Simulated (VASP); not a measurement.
Write the native input for VASP 6.6.1 that does the following.

```
Task                   : single point
Functional             : revPBE
Potentials or basis    : VASP PAW PBE potentials, release 64 (Rh_pv)
Cutoff                 : 520 eV
k mesh                 : 16 × 16 × 16
Occupations            : fermi-dirac, width 0.1 eV
Spin                   : no spin polarisation
Dipole correction      : no
Further INCAR settings : ALGO = Normal; EDIFF = 1e-07; NBANDS = 14
```

The structure of Rh lies in POSCAR:

```
Rh
1.0
   -1.5434491523      1.5434491523      1.5434491523
    1.5434491523     -1.5434491523      1.5434491523
    1.5434491523      1.5434491523     -1.5434491523
Rh
1
Direct
    0.0000000000      0.0000000000      0.0000000000
```

These files were run (other wordings do the same):

INCAR

```
ALGO = Normal ; EDIFF = 1E-7
ENCUT = 520 ; GGA = RE
ISIF = 2 ; ISMEAR = -1
LASPH = T ; LCHARG = F
LREAL = F ; LWAVE = F
NBANDS = 14 ; NELM = 100
PREC = Accurate ; SIGMA = 0.1
```

KPOINTS

```
k-points
0
Gamma
  16 16 16
```

Potentials or basis: VASP PAW PBE potentials, release 64 (Rh_pv).

Run with:

```sh
$ cat potpaw_PBE.64/Rh_pv/POTCAR > POTCAR
$ mpirun -np 1 vasp_std > vasp.out
```

It gave:

The pressure is 0.1 GPa.

Caveat: the PAW data sets were made with another functional, which shifts forces and pressure a little.

Wall time 13 s on 1 thread of Intel(R) Xeon(R) 6975P-C (Granite Rapids), on a shared host, peak memory 0.14 GiB.
